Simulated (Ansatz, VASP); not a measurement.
**One calculation of LaTe, two programs**

The input INCAR:

```
  PREC = Accurate
  ENCUT = 520
  EDIFF = 1E-8
  ISMEAR = -1
  SIGMA = 0.08
  LREAL = F
  LASPH = T
  NELM = 80
  ALGO = Normal
  ISIF = 2
  LWAVE = F
  LCHARG = F
  LEFG = T
  NBANDS = 16
```

KPOINTS

```
regular mesh
0
Gamma
  10 10 10
```

Contents of POSCAR:

```
LaTe
1.0
    0.0000000000      3.1676027883      3.1676027883
    3.1676027883      0.0000000000      3.1676027883
    3.1676027883      3.1676027883      0.0000000000
La Te
1 1
Direct
    0.0000000000      0.0000000000      0.0000000000
    0.5000000000      0.5000000000      0.5000000000
```

Input for Ansatz:

```yaml
crystal:
  lattice:
    - [0.0, 3.1676027883, 3.1676027883]
    - [3.1676027883, 0.0, 3.1676027883]
    - [3.1676027883, 3.1676027883, 0.0]
  atoms:
    - { symbol: La, position: [0.0, 0.0, 0.0] }
    - { symbol: Te, position: [0.5, 0.5, 0.5] }
kpoints:
  mp_grid: { grid: [10, 10, 10] }
scf:
  occupations: { method: fermi_dirac, width: 0.08 }
hamiltonian:
  xc: lda
  pseudopotentials: { kind: all_electron, datasets: crystal }
output:
  forces: true
  stress: true
  eigenvalues: true
  efg: { contact_densities: true }
```

Change from the starting cell: volume scaled by 0.96, crystal datasets.

Alike in both runs: task electric field gradients; functional LDA; k mesh 10 × 10 × 10; occupations fermi-dirac, width 0.08 eV; no spin polarisation.

```csv
,VASP,Ansatz
version,VASP 6.6.1,Ansatz 0.2.0
potentials or method,"VASP PAW LDA potentials, release 64 (La, Te), cutoff 520 eV","all-electron PAW with datasets made for the crystal, scalar-relativistic"
```

|  | VASP | Ansatz | Ansatz less VASP |
| --- | --- | --- | --- |
| pressure (GPa) | 0.4 | 0.4 | -0.02 |

LDA's correlation is that of Perdew and Zunger in VASP and of Perdew and Wang (1992) in Ansatz. Ansatz ran all-electron here, and VASP with PAW potentials.

Neither program's run includes spin-orbit coupling.
